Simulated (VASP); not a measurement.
# BeTe (F-43m) in VASP: a series of runs

The runs below take BeTe through single point, with LDA, PBE.

Program: VASP 6.6.1. These are calculated values, not measurements. Logs are shortened: lines on timing, memory, paths and dates and some standing lists are left out, and cuts for length are marked.

### 1 The cell of the first run

Symmetry: F-43m, No. 216, cubic system. Conventional cell: a = 5.540 Å, b = 5.540 Å, c = 5.540 Å, α = 90.00°, β = 90.00°, γ = 90.00°. Within 3.2 Å of Te (site symmetry -43m) lie 4 Be at 2.40 Å. Be (site symmetry -43m) has 4 Te at 2.40 Å within 3.2 Å.

### 2 Single point, LDA

Input file INCAR:

```
SYSTEM = BeTe
PREC = Accurate
ENCUT = 520
EDIFF = 1E-6
ISMEAR = -1
SIGMA = 0.05
LREAL = .FALSE.
LASPH = .TRUE.
NELM = 80
ALGO = Normal
ISIF = 2
LWAVE = .FALSE.
LCHARG = .FALSE.
NBANDS = 11
```

Input file KPOINTS:

```
regular mesh
0
G
  8 8 8
  0 0 0
```

Input file POSCAR:

```
BeTe
1.0
    0.0000000000      2.7700000000      2.7700000000
    2.7700000000      0.0000000000      2.7700000000
    2.7700000000      2.7700000000      0.0000000000
Te Be
1 1
Direct
    0.7500000000      0.7500000000      0.7500000000
    0.0000000000      0.0000000000      0.0000000000
```

Potentials or basis: VASP PAW LDA potentials, release 64 (Te, Be).

The run is started by

```
$ cat potpaw_LDA.64/Te/POTCAR potpaw_LDA.64/Be/POTCAR > POTCAR
$ mpirun -np 1 vasp_std > vasp.out
```

OUTCAR:

```text
SYSTEM = BeTe
   PREC = Accurate
   ENCUT = 520
   EDIFF = 1E-6
   ISMEAR = -1
   LREAL = .FALSE.
   LASPH = .TRUE.
   NELM = 80
   ISIF = 2

 ion  position               nearest neighbor table
   1  0.750  0.750  0.750-   2 2.40   2 2.40   2 2.40   2 2.40
   2  0.000  0.000  0.000-   1 2.40   1 2.40   1 2.40   1 2.40

  LATTYP: Found a face centered cubic cell.
 ALAT       =     5.5400000000

  Lattice vectors:

 A1 = (   0.0000000000,   2.7700000000,   2.7700000000)
 A2 = (   2.7700000000,   0.0000000000,   2.7700000000)
 A3 = (   2.7700000000,   2.7700000000,   0.0000000000)

Analysis of symmetry for initial positions (statically):
=====================================================================
 Subroutine PRICEL returns:
 Original cell was already a primitive cell.

 Routine SETGRP: Setting up the symmetry group for a
 face centered cubic supercell.

 Subroutine GETGRP returns: Found 24 space group operations
 (whereof 24 operations were pure point group operations)
 out of a pool of 48 trial point group operations.

The static configuration has the point symmetry T_d .

Analysis of symmetry for dynamics (positions and initial velocities):
=====================================================================
 Subroutine PRICEL returns:
 Original cell was already a primitive cell.

 Routine SETGRP: Setting up the symmetry group for a
 face centered cubic supercell.

 Subroutine GETGRP returns: Found 24 space group operations
 (whereof 24 operations were pure point group operations)
 out of a pool of 48 trial point group operations.

The dynamic configuration has the point symmetry T_d .

 Subroutine INISYM returns: Found 24 space group operations
 (whereof 24 operations are pure point group operations),
 and found     1 'primitive' translations

----------------------------------------------------------------------------------------

                                     Primitive cell

  volume of cell :      42.5079

  direct lattice vectors                    reciprocal lattice vectors
     0.000000000  2.770000000  2.770000000    -0.180505415  0.180505415  0.180505415
     2.770000000  0.000000000  2.770000000     0.180505415 -0.180505415  0.180505415
     2.770000000  2.770000000  0.000000000     0.180505415  0.180505415 -0.180505415

  length of vectors
     3.917371568  3.917371568  3.917371568     0.312644550  0.312644550  0.312644550

  position of ions in fractional coordinates (direct lattice)
     0.750000000  0.750000000  0.750000000
     0.000000000  0.000000000  0.000000000

  ion indices of the primitive-cell ions
   primitive index   ion index
                 1           1
[... 83 lines left out ...]
   PSTRESS=    0.0 pullay stress
   NELECT =       8.0000    total number of electrons
   NUPDOWN=      -1.0000    fix difference up-down
   EMIN   =  10.00;   EMAX   =-10.00  energy-range for DOS
   EFERMI =   0.00;   METHOD = LEGACY
   ISMEAR =    -1;   SIGMA  =   0.05  broadening in eV -4-tet -1-fermi 0-gaus
   EFERMI_NEDOS =   21; number of points for ismear=-14 and -15
   IALGO  =     38    algorithm
   IMIX   =      4    mixing-type and parameters
     AMIX     =   0.40;   BMIX     =  1.00
     AMIX_MAG =   1.60;   BMIX_MAG =  1.00
  volume/ion in A,a.u.               =      21.25       143.43
  Fermi-wavevector in a.u.,A,eV,Ry     =   0.938170  1.772885 11.975354  0.880164
  Thomas-Fermi vector in A             =   2.065355
   LORBIT       =      0    0 simple, 1 ext, 2 COOP (PROOUT), +10 PAW based schemes
   GGA     = CA    functional components
   LHFCALC =     F    Hartree Fock is set to
   AEXX    =    0.0000 exact exchange contribution
   IVDW    =     0    specifies the selected vdW correction
   LEPSILON=     F    determine dielectric tensor
   LRPA    =     F    only Hartree local field effects (RPA)
 non-spin polarized calculation
  energy-cutoff  :      520.00
  volume of cell :       42.51
 maximum number of plane-waves:      1162
 NGX is ok and might be reduce to    30
   NGX = 15   NGY = 15   NGZ = 15

 number of electron       8.0000000 magnetization

 Free energy of the ion-electron system (eV)
  ---------------------------------------------------
  ext. energy  EPLUGINS =         0.00000000
  ---------------------------------------------------
  free energy    TOTEN  =        -8.72537240 eV

  energy without entropy =       -8.72537240  energy(sigma->0) =       -8.72537240

 E-fermi :   6.3937     XC(G=0):  -9.4621

 val. band max:        5.5112329005   @ k =   0.0000   0.0000   0.0000
 cond. band min:       7.2616976826   @ k =   0.5000   0.5000   0.0000
 fundamental gap:      1.7504647821
 Fermi energy:         6.3936575254

 k-point     1 :       0.0000    0.0000    0.0000
  band No.  band energies     occupation
      1      -7.1408      2.00000
      2       5.5112      2.00000
      3       5.5112      2.00000
      4       5.5112      2.00000
      5       9.0533      0.00000
      6       9.0533      0.00000
      7       9.0533      0.00000
      8       9.6020      0.00000
      9      13.7661      0.00000
     10      15.8513      0.00000
     11      15.8513      0.00000
[... 309 lines left out ...]
 k-point    24 :      -0.3750    0.2500    0.1250
  band No.  band energies     occupation
      1      -5.4219      2.00000
      2       0.1116      2.00000
      3       2.4415      2.00000
      4       3.4565      2.00000
      5       9.6270      0.00000
      6       9.9246      0.00000
      7      12.2836      0.00000
      8      13.3430      0.00000
      9      14.0023      0.00000
     10      17.1088      0.00000
     11      17.4764      0.00000

 [... further k-points ...]

------------------------ aborting loop because EDIFF is reached ----------------------------------------

  FORCE on cell =-STRESS in cart. coord.  units (eV):
  Direction    XX          YY          ZZ          XY          YZ          ZX
  --------------------------------------------------------------------------------------
  -------------------------------------------------------------------------------------
  Total        0.2118744      0.2118744      0.2118744      0.0000000     -0.0000000     -0.0000000
  in kB        7.9858247      7.9858247      7.9858247      0.0000000     -0.0000000     -0.0000000
  external PRESSURE =       7.9858247 kB  Pullay stress =       0.0000000 kB

 VOLUME and BASIS-vectors are now :
 -----------------------------------------------------------------------------
  energy-cutoff  :      520.00
  volume of cell :       42.51
      direct lattice vectors                 reciprocal lattice vectors
     0.000000000  2.770000000  2.770000000    -0.180505415  0.180505415  0.180505415
     2.770000000  0.000000000  2.770000000     0.180505415 -0.180505415  0.180505415
     2.770000000  2.770000000  0.000000000     0.180505415  0.180505415 -0.180505415

 POSITION                                       TOTAL-FORCE (eV/Angst)
 -----------------------------------------------------------------------------------
      4.15500      4.15500      4.15500         0.000000     -0.000000     -0.000000
      0.00000      0.00000      0.00000        -0.000000      0.000000      0.000000
 -----------------------------------------------------------------------------------
    total drift:                               -0.000000     -0.000000     -0.000000

  FREE ENERGIE OF THE ION-ELECTRON SYSTEM (eV)
  ---------------------------------------------------
  free  energy   TOTEN  =        -8.7253724045 eV

  energy  without entropy=       -8.7253724040  energy(sigma->0) =       -8.72537240
```

OSZICAR:

```text
N       E                     dE             d eps       ncg     rms          rms(c)
DAV:   1     0.179600219273E+02    0.17960E+02   -0.33217E+03   638   0.587E+02
DAV:   2    -0.781543126172E+01   -0.25775E+02   -0.25056E+02   831   0.912E+01
DAV:   3    -0.893748585727E+01   -0.11221E+01   -0.11197E+01   822   0.195E+01
DAV:   4    -0.895017624702E+01   -0.12690E-01   -0.12689E-01   734   0.241E+00
DAV:   5    -0.895043338261E+01   -0.25714E-03   -0.25713E-03   797   0.338E-01    0.454E+00
DAV:   6    -0.878125636959E+01    0.16918E+00   -0.18784E-01   722   0.158E+00    0.264E+00
DAV:   7    -0.872613637054E+01    0.55120E-01   -0.14085E-01   749   0.154E+00    0.484E-01
DAV:   8    -0.872530946686E+01    0.82690E-03   -0.67641E-03   694   0.450E-01    0.120E-01
DAV:   9    -0.872536578824E+01   -0.56321E-04   -0.21429E-04   791   0.935E-02    0.506E-02
DAV:  10    -0.872537275319E+01   -0.69649E-05   -0.24345E-05   680   0.237E-02    0.185E-02
DAV:  11    -0.872537240453E+01    0.34866E-06   -0.11473E-06   618   0.610E-03
   1 F= -.87253724E+01 E0= -.87253724E+01  d E =-.571779E-09
```

stdout:

```text
POSCAR found type information on POSCAR TeBe
 POSCAR found :  2 types and       2 ions
 scaLAPACK will be used
 LDA part: xc-table for (Slater(with rela. corr.)+CA(PZ))
 , standard interpolation
 POSCAR, INCAR and KPOINTS ok, starting setup
 FFT: planning ... GRIDC
 FFT: planning ... GRID_SOFT
 FFT: planning ... GRID
 WAVECAR not read
 entering main loop
```

Run time: 19 s. Hardware: 1 thread of AMD EPYC 7R13, shared host; peak memory 0.12 GiB.

What came out:

```yaml
Free_energy: -8.7254 eV
Pressure: 0.8 GPa
Band_gap_on_the_k_mesh: 1.75 eV, indirect (least direct gap 3.54 eV)
```

Levels at points of the mesh, in eV from the valence-band top:
```tsv
k point	band 1	band 2	band 3	band 4	band 5	band 6	band 7	band 8
(0.00, 0.00, 0.00)	-12.65	0.00	0.00	0.00	3.54	3.54	3.54	4.09
(0.50, 0.00, 0.00)	-11.19	-5.86	-1.22	-1.22	3.19	4.53	4.53	7.63
(0.50, 0.50, 0.00)	-10.66	-5.35	-2.83	-2.83	1.75	2.58	9.91	9.91
```

Caveat: spin-orbit coupling is left out, which moves the levels of the heavy elements.

### 3 Single point, LDA

This run uses another cell than the first one, of 20.83 Å³/atom, 0.980 times its volume.

Input file INCAR:

```
PREC = Accurate
ENCUT = 520
EDIFF = 1E-6
ISMEAR = -1
SIGMA = 0.05
LREAL = F
LASPH = T
NELM = 100
ALGO = Normal
ISIF = 2
LWAVE = F
LCHARG = T
GGA = CA
LELF = T
LVHAR = T
NBANDS = 11
```

Input file KPOINTS:

```
regular mesh
0
Gamma
  8 8 8
```

Input file POSCAR:

```
BeTe
1.0
    0.0000000000      2.7514088358      2.7514088358
    2.7514088358      0.0000000000      2.7514088358
    2.7514088358      2.7514088358      0.0000000000
Te Be
1 1
Direct
    0.7500000000      0.7500000000      0.7500000000
    0.0000000000      0.0000000000      0.0000000000
```

Potentials or basis: VASP PAW LDA potentials, release 64 (Te, Be).

The run is started by

```
$ cat potpaw_LDA.64/Te/POTCAR potpaw_LDA.64/Be/POTCAR > POTCAR
$ mpirun -np 1 vasp_std > vasp.out
```

Wall time 20 s (1 thread of AMD EPYC 7R13, shared host); peak memory 0.12 GiB.

It converged, with:

```yaml
Free_energy: -8.7175 eV
Pressure: 2.2 GPa
Band_gap_on_the_k_mesh: 1.70 eV, indirect (least direct gap 3.52 eV)
```

Levels at points of the mesh, in eV from the valence-band top:
```tsv
k point	band 2	band 3	band 4	band 5	band 6	band 7
(0.00, 0.00, 0.00)	0.00	0.00	0.00	3.52	3.52	3.52
(0.50, 0.00, 0.00)	-5.99	-1.25	-1.25	3.25	4.52	4.52
(0.50, 0.50, 0.00)	-5.46	-2.91	-2.91	1.70	2.55	10.04
```

Caveat: spin-orbit coupling is left out, which moves the levels of the heavy elements.

### 4 Single point, LDA

This run uses another cell than the first one, of 21.68 Å³/atom, 1.020 times its volume.

Input file INCAR:

```
SYSTEM = BeTe
  PREC = Accurate
  ENCUT = 520
  EDIFF = 1E-6
  ISMEAR = -1
  SIGMA = 0.05
  LREAL = .False.
  LASPH = .True.
  NELM = 60
  ALGO = Normal
  ISIF = 2
  LWAVE = .False.
  LCHARG = .False.
  NBANDS = 11
```

Input file KPOINTS:

```
Automatic mesh
0
Gamma
  8 8 8
  0 0 0
```

Input file POSCAR:

```
BeTe
1.0
    0.0000000000      2.7883449055      2.7883449055
    2.7883449055      0.0000000000      2.7883449055
    2.7883449055      2.7883449055      0.0000000000
Te Be
1 1
Direct
    0.7500000000      0.7500000000      0.7500000000
    0.0000000000      0.0000000000      0.0000000000
```

Potentials or basis: VASP PAW LDA potentials, release 64 (Te, Be).

The run is started by

```
$ cat potpaw_LDA.64/Te/POTCAR potpaw_LDA.64/Be/POTCAR > POTCAR
$ mpirun -np 1 vasp_std > vasp.out
```

OUTCAR:

```text
SYSTEM = BeTe
   PREC = Accurate
   ENCUT = 520
   EDIFF = 1E-6
   ISMEAR = -1
   LREAL = .False.
   LASPH = .True.
   NELM = 60
   ISIF = 2

 ion  position               nearest neighbor table
   1  0.750  0.750  0.750-   2 2.41   2 2.41   2 2.41   2 2.41
   2  0.000  0.000  0.000-   1 2.41   1 2.41   1 2.41   1 2.41

  LATTYP: Found a face centered cubic cell.
 ALAT       =     5.5766898110

  Lattice vectors:

 A1 = (   0.0000000000,   2.7883449055,   2.7883449055)
[... 521 lines left out ...]

------------------------ aborting loop because EDIFF is reached ----------------------------------------

  FORCE on cell =-STRESS in cart. coord.  units (eV):
  Direction    XX          YY          ZZ          XY          YZ          ZX
  --------------------------------------------------------------------------------------
  -------------------------------------------------------------------------------------
  Total       -0.1287145     -0.1287145     -0.1287145     -0.0000000     -0.0000000      0.0000000
  in kB       -4.7562913     -4.7562913     -4.7562913     -0.0000000     -0.0000000      0.0000000
  external PRESSURE =      -4.7562913 kB  Pullay stress =       0.0000000 kB

 VOLUME and BASIS-vectors are now :
 -----------------------------------------------------------------------------
  energy-cutoff  :      520.00
  volume of cell :       43.36
      direct lattice vectors                 reciprocal lattice vectors
     0.000000000  2.788344905  2.788344905    -0.179317845  0.179317845  0.179317845
     2.788344905  0.000000000  2.788344905     0.179317845 -0.179317845  0.179317845
     2.788344905  2.788344905  0.000000000     0.179317845  0.179317845 -0.179317845

 POSITION                                       TOTAL-FORCE (eV/Angst)
 -----------------------------------------------------------------------------------
      4.18252      4.18252      4.18252        -0.000000     -0.000000     -0.000000
      0.00000      0.00000      0.00000         0.000000      0.000000      0.000000
 -----------------------------------------------------------------------------------
    total drift:                               -0.000000     -0.000000     -0.000000

  FREE ENERGIE OF THE ION-ELECTRON SYSTEM (eV)
  ---------------------------------------------------
  free  energy   TOTEN  =        -8.7261616538 eV

  energy  without entropy=       -8.7261616534  energy(sigma->0) =       -8.72616165
```

stdout:

```text
POSCAR found type information on POSCAR TeBe
 POSCAR found :  2 types and       2 ions
 scaLAPACK will be used
 LDA part: xc-table for (Slater(with rela. corr.)+CA(PZ))
 , standard interpolation
 POSCAR, INCAR and KPOINTS ok, starting setup
 FFT: planning ... GRIDC
 FFT: planning ... GRID_SOFT
 FFT: planning ... GRID
 WAVECAR not read
 entering main loop
```

Run time: 19 s. Hardware: 1 thread of AMD EPYC 7R13, shared host; peak memory 0.12 GiB.

What came out:

```yaml
Free_energy: -8.7262 eV
Pressure: -0.5 GPa
Band_gap_on_the_k_mesh: 1.80 eV, indirect (least direct gap 3.56 eV)
```

Caveat: spin-orbit coupling is left out, which moves the levels of the heavy elements.

### 5 Single point, PBE

This run uses another cell than the first one, of 21.68 Å³/atom, 1.020 times its volume.

Input file INCAR:

```
PREC = Accurate
ENCUT = 520
EDIFF = 1E-6
ISMEAR = -1
SIGMA = 0.05
LREAL = F
LASPH = T
NELM = 80
ALGO = Normal
ISIF = 2
LWAVE = F
LCHARG = T
GGA = PE
LELF = T
LVHAR = T
NBANDS = 11
```

Input file KPOINTS:

```
Automatic mesh
0
Gamma
  8 8 8
```

POSCAR is that of step 4.

Potentials or basis: VASP PAW PBE potentials, release 64 (Te, Be).

The run is started by

```
$ cat potpaw_PBE.64/Te/POTCAR potpaw_PBE.64/Be/POTCAR > POTCAR
$ mpirun -np 1 vasp_std > vasp.out
```

It took 26 s on 1 thread of AMD EPYC 7R13, shared host; peak memory 0.14 GiB.

The run converged. Its results:

```
Free energy            : -7.6046 eV
Pressure               : 3.0 GPa
Band gap on the k mesh : 1.90 eV, indirect (least direct gap 3.58 eV)
```

Levels at points of the mesh, in eV from the valence-band top:
```
           k point  band 2  band 3  band 4  band 5  band 6  band 7
(0.00, 0.00, 0.00)    0.00    0.00    0.00    3.58    3.58    3.58
(0.50, 0.00, 0.00)   -5.73   -1.18   -1.18    3.16    4.58    4.58
(0.50, 0.50, 0.00)   -5.28   -2.76   -2.76    1.90    2.62    9.89
```

Caveat: spin-orbit coupling is left out, which moves the levels of the heavy elements.

### 6 Summary

| level | potentials or basis | cell | gap on the mesh (eV) | pressure (GPa) |
| --- | --- | --- | --- | --- |
| LDA | VASP PAW LDA potentials, release 64 (Te, Be) | a = 3.917 Å, angles 60.0°, 2 atoms | 1.75 | 0.8 |
| LDA | VASP PAW LDA potentials, release 64 (Te, Be) | a = 3.891 Å, angles 60.0°, 2 atoms | 1.70 | 2.2 |
| LDA | VASP PAW LDA potentials, release 64 (Te, Be) | a = 3.943 Å, angles 60.0°, 2 atoms | 1.80 | -0.5 |
| PBE | VASP PAW PBE potentials, release 64 (Te, Be) | a = 3.943 Å, angles 60.0°, 2 atoms | 1.90 | 3.0 |

Alike in all rows: task single point; no spin polarisation; k mesh 8 × 8 × 8; cutoff (eV) 520; smearing fermi-dirac 0.05 eV.

Caveats: spin-orbit coupling is left out, which moves the levels of the heavy elements.

Absolute energies hang on the potentials; compare differences alone.
